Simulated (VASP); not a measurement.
# Ni (Im-3m) in VASP: notebook, part 2 of 2

VASP 6.6.1. The steps go on from the part before.

### Step 4. Single point, PBEsol, collinear spin, ferromagnetic start (volume scaled by 0.98)

File INCAR:

```
SYSTEM = Ni
PREC     = Accurate       ! precision mode
ENCUT    = 520            ! plane-wave cutoff, eV
EDIFF    = 1E-7           ! SCF threshold, eV
ISMEAR   = -1             ! smearing method
SIGMA    = 0.05           ! smearing width, eV
LREAL    = .False.        ! projectors in reciprocal space
LASPH    = .True.         ! aspherical terms in the spheres
NELM     = 150            ! most SCF steps
ALGO     = Normal         ! electronic algorithm
ISIF     = 2              ! what is computed and relaxed
LWAVE    = .False.        ! write WAVECAR
LCHARG   = .False.        ! write CHGCAR
ISPIN    = 2              ! spin polarisation
MAGMOM   = 1              ! initial moments
LORBIT   = 11             ! projections on sites
LMAXMIX  = 4              ! l up to which the mixer works
GGA      = PS             ! functional
NBANDS   = 15             ! bands
```

File KPOINTS:

```
regular mesh
0
Gamma
  13 13 13
  0 0 0
```

File POSCAR:

```
Ni
1.0
   -1.3744285092      1.3744285092      1.3744285092
    1.3744285092     -1.3744285092      1.3744285092
    1.3744285092      1.3744285092     -1.3744285092
Ni
1
Direct
    0.0000000000      0.0000000000      0.0000000000
```

Potentials or basis: VASP PAW PBE potentials, release 64 (Ni).

On the command line:

```
$ cat potpaw_PBE.64/Ni/POTCAR > POTCAR
$ mpirun -np 1 vasp_std > vasp.out
```

OUTCAR:

```text
SYSTEM = Ni
   PREC = Accurate
   ENCUT = 520
   EDIFF = 1E-7
   ISMEAR = -1
   LREAL = .False.
   LASPH = .True.
   NELM = 150
   ISIF = 2
   ISPIN = 2
   LORBIT = 11
   GGA = PS

 ion  position               nearest neighbor table
   1  0.000  0.000  0.000-

  LATTYP: Found a body centered cubic cell.
 ALAT       =     2.7488570184

  Lattice vectors:

 A1 = (  -1.3744285092,   1.3744285092,   1.3744285092)
 A2 = (   1.3744285092,  -1.3744285092,   1.3744285092)
 A3 = (   1.3744285092,   1.3744285092,  -1.3744285092)

Analysis of symmetry for initial positions (statically):
=====================================================================
 Subroutine PRICEL returns:
 Original cell was already a primitive cell.

 Routine SETGRP: Setting up the symmetry group for a
 body centered cubic supercell.

 Subroutine GETGRP returns: Found 48 space group operations
 (whereof 48 operations were pure point group operations)
 out of a pool of 48 trial point group operations.

The static configuration has the point symmetry O_h .

Analysis of symmetry for dynamics (positions and initial velocities):
=====================================================================
[... 623 lines left out ...]
      7      36.5852      0.00000
      8      36.5852      0.00000
      9      36.5852      0.00000
     10      41.8234      0.00000
     11      41.8234      0.00000
     12      43.4553      0.00000
     13      43.4553      0.00000
     14      43.4553      0.00000
[... 403 lines left out ...]
      4       9.2358      0.99992
      5       9.4268      0.99625
      6      10.1550      0.00013
      7      23.4297      0.00000
      8      27.9919      0.00000
      9      29.5671      0.00000
     10      38.2461      0.00000
     11      42.1228      0.00000
     12      44.7599      0.00000
     13      46.7907      0.00000
     14      50.4519      0.00000
     15      53.4704      0.00000

 [... further k-points ...]
[... 5 lines left out ...]
  --------------------------------------------------------------------------------------
  -------------------------------------------------------------------------------------
  Total        0.1239685      0.1239685      0.1239685      0.0000000      0.0000000     -0.0000000
  in kB       19.1247296     19.1247296     19.1247296      0.0000000      0.0000000     -0.0000000
  external PRESSURE =      19.1247296 kB  Pullay stress =       0.0000000 kB

 VOLUME and BASIS-vectors are now :
 -----------------------------------------------------------------------------
  energy-cutoff  :      520.00
  volume of cell :       10.39
      direct lattice vectors                 reciprocal lattice vectors
    -1.374428509  1.374428509  1.374428509     0.000000000  0.363787565  0.363787565
     1.374428509 -1.374428509  1.374428509     0.363787565  0.000000000  0.363787565
     1.374428509  1.374428509 -1.374428509     0.363787565  0.363787565  0.000000000

 POSITION                                       TOTAL-FORCE (eV/Angst)
 -----------------------------------------------------------------------------------
      0.00000      0.00000      0.00000         0.000000      0.000000      0.000000
 -----------------------------------------------------------------------------------
    total drift:                                0.000000      0.000000      0.000000

  FREE ENERGIE OF THE ION-ELECTRON SYSTEM (eV)
  ---------------------------------------------------
  free  energy   TOTEN  =        -6.0388140243 eV

  energy  without entropy=       -6.0236254617  energy(sigma->0) =       -6.03121974

 total charge

# of ion       s       p       d       tot
------------------------------------------
    1        0.515   0.538   8.351   9.403

 magnetization (x)

# of ion       s       p       d       tot
------------------------------------------
    1       -0.003  -0.014   0.584   0.568
```

stdout:

```text
POSCAR found type information on POSCAR Ni
 POSCAR found :  1 types and       1 ions
 scaLAPACK will be used
 -----------------------------------------------------------------------------
|                                                                             |
|                                                                             |
|     You enforced a specific xc type in the INCAR file but a different       |
|     I HOPE YOU KNOW WHAT YOU ARE DOING!                                     |
|                                                                             |
 -----------------------------------------------------------------------------

 LDA part: xc-table for (Slater+PW92), standard interpolation
 POSCAR, INCAR and KPOINTS ok, starting setup
 FFT: planning ... GRIDC
 FFT: planning ... GRID_SOFT
 FFT: planning ... GRID
 WAVECAR not read
 entering main loop
```

Run time: 23 s. Hardware: 1 thread of Intel Xeon Platinum 8488C (Sapphire Rapids), shared host; peak memory 0.14 GiB.

What came out:

| Property | Result |
| --- | --- |
| Free energy | -6.0388 eV |
| Pressure | 1.9 GPa |
| Net moment | 0.57 μB per cell |
| Site moments | Ni +0.57 μB |
| Valence electrons inside the program's atomic spheres | Ni 9.40 |

Caveat: the PAW data sets were made with another functional, which shifts forces and pressure a little.

### Step 5. The runs side by side

| cell | gap on the mesh (eV) | pressure (GPa) | moment (μB) |
| --- | --- | --- | --- |
| a = 2.397 Å, angles 109.5°, 1 atom | none | -2.4 | 0.58 |
| a = 2.364 Å, angles 109.5°, 1 atom | none | 6.8 | 0.54 |
| a = 2.381 Å, angles 109.5°, 1 atom | none | 1.9 | 0.57 |

Alike in all rows: task single point; level PBEsol; potentials or basis VASP PAW PBE potentials, release 64 (Ni); spin collinear, ferromagnetic start; k mesh 13 × 13 × 13; cutoff (eV) 520; smearing fermi-dirac 0.05 eV.

Caveats: the PAW data sets were made with another functional, which shifts forces and pressure a little.

Absolute energies hang on the potentials; compare differences alone.
